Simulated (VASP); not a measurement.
Set up this calculation in VASP 6.6.1, as the native input.

| Quantity | Value |
| --- | --- |
| Task | single point |
| Functional | PBE |
| Potentials or basis | VASP PAW PBE potentials, release 64 (Ni, O) |
| Cutoff | 520 eV |
| k mesh | 12 × 12 × 12 |
| Occupations | gaussian, width 0.05 eV |
| Spin | collinear spin, ferromagnetic start |
| Starting moments | [2.0, 0.0] μB |
| Dipole correction | no |
| Further INCAR settings | ALGO = Normal; EDIFF = 1e-06; NBANDS = 19 |

The structure of NiO lies in POSCAR:

```
NiO
1.0
    0.0000000000      2.2685246777      2.2685246777
    2.2685246777      0.0000000000      2.2685246777
    2.2685246777      2.2685246777      0.0000000000
Ni O
1 1
Direct
    0.0000000000      0.0000000000      0.0000000000
    0.2500000000      0.2500000000      0.2500000000
```

The input as run:

INCAR

```
SYSTEM = NiO
ALGO = Normal
EDIFF = 1E-6
ENCUT = 520
GGA = PE
ISIF = 2
ISMEAR = 0
ISPIN = 2
LASPH = .TRUE.
LCHARG = .TRUE.
LELF = .TRUE.
LMAXMIX = 4
LORBIT = 11
LREAL = .FALSE.
LVHAR = .TRUE.
LWAVE = .FALSE.
MAGMOM = 2 0
NBANDS = 19
NELM = 150
PREC = Accurate
SIGMA = 0.05
```

KPOINTS

```
k-points
0
G
  12 12 12
  0 0 0
```

Potentials or basis: VASP PAW PBE potentials, release 64 (Ni, O).

Command:

```console
$ cat potpaw_PBE.64/Ni/POTCAR potpaw_PBE.64/O/POTCAR > POTCAR
$ mpirun -np 1 vasp_std > vasp.out
```

Results of the run:

The pressure is -4.7 GPa. The band gap on the k mesh is zero (filled and empty bands overlap) and the net moment is 1.96 μB per cell. The site moments are Ni +1.53; O +0.37 μB and the valence electrons inside the program's atomic spheres are Ni 9.03; O 4.96.

Caveat: a cell with one magnetic atom can't hold antiferromagnetic order, which such compounds often take; semilocal functionals often make such compounds metallic where correlation or magnetic order opens a gap, which also shifts bond lengths.

It took 62 s on 1 thread of AMD EPYC 7R43 64-Core Processor (Zen 3) (shared host), peak memory 0.14 GiB.
